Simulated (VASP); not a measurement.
Runs of VASP 6.6.1 on SnH3. The structure is that of space group Pm-3m (No. 221), or close to it. The cells are those of the table. 

| task | cell | k mesh | cutoff (eV) | gap on the mesh (eV) | pressure (GPa) | relaxed volume (Å³/atom) |
| --- | --- | --- | --- | --- | --- | --- |
| single point | a = 3.343, b = 3.343, c = 3.341 Å, 4 atoms | 6 × 6 × 6 | 520 | none | -0.5 | - |
| relaxation of cell and atoms | relaxed from a = 3.488, b = 3.488, c = 3.452 Å, 4 atoms | 6 × 6 × 6 | 600 | - | 0.1 | 9.29 |
| single point | a = 3.488, b = 3.488, c = 3.452 Å, 4 atoms | 6 × 6 × 6 | 520 | none | -6.3 | - |
| single point | a = 3.334 Å, 4 atoms | 14 × 14 × 14 | 520 | none | (b) | - |
| relaxation of cell and atoms | relaxed from a = 3.343 Å, 4 atoms | 14 × 14 × 14 | 600 | - | 0.1 | (a) |

Alike in all rows: level PBE; potentials or basis VASP PAW PBE potentials, release 64 (Sn_d, H); no spin polarisation; smearing gaussian 0.1 eV.

Q: Estimate the missing entries.

A: (a) 9.25; (b) -0.2.

Caveats: spin-orbit coupling is left out, which moves the levels of the heavy elements; the highest band is partly filled, so the run has too few bands (at least some runs); the cell stands under tension (at least some runs).

A k mesh can miss the band edges, and the runs leave out spin-orbit coupling on Sn.

A gap of «none» marks levels without a gap at the run's occupations.
